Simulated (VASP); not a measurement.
Input of a VASP 6.6.1 run:

File INCAR:

```
PREC = Accurate
ENCUT = 520
EDIFF = 1E-6
ISMEAR = -1
SIGMA = 0.15
LREAL = False
LASPH = True
NELM = 100
ALGO = Normal
ISIF = 2
LWAVE = False
LCHARG = False
GGA = PS
NBANDS = 22
```

The input KPOINTS:

```
Automatic mesh
0
Gamma
  18 18 10
```

File POSCAR:

```
Ti2O
1.0
    2.9533177977      0.0000000000      0.0000000000
   -1.4766588989      2.5576482383      0.0000000000
    0.0000000000      0.0000000000      4.7292180358
Ti O
2 1
Direct
    0.6666666667      0.3333333333      0.2620928277
    0.3333333333      0.6666666667      0.7379071723
    0.0000000000      0.0000000000      0.0000000000
```

Potentials or basis: VASP PAW PBE potentials, release 64 (Ti_sv, O).

The run is started by

```console
$ cat potpaw_PBE.64/Ti_sv/POTCAR potpaw_PBE.64/O/POTCAR > POTCAR
$ mpirun -np 1 vasp_std > vasp.out
```

Predict the pressure.

0.4 GPa.

Estimate the largest force.

0.047 eV/Å.

What does it give for the band gap on the k mesh?

Zero (band 15 reaches 10.44 eV, above the bottom of band 16 at 9.63 eV).

Forces in eV/Å, atoms in the order of the input:
```
Ti   0.000  0.000  0.047
Ti   0.000  0.000 -0.047
O    0.000  0.000  0.000
```

Caveat: the PAW data sets were made with another functional, which shifts forces and pressure a little.
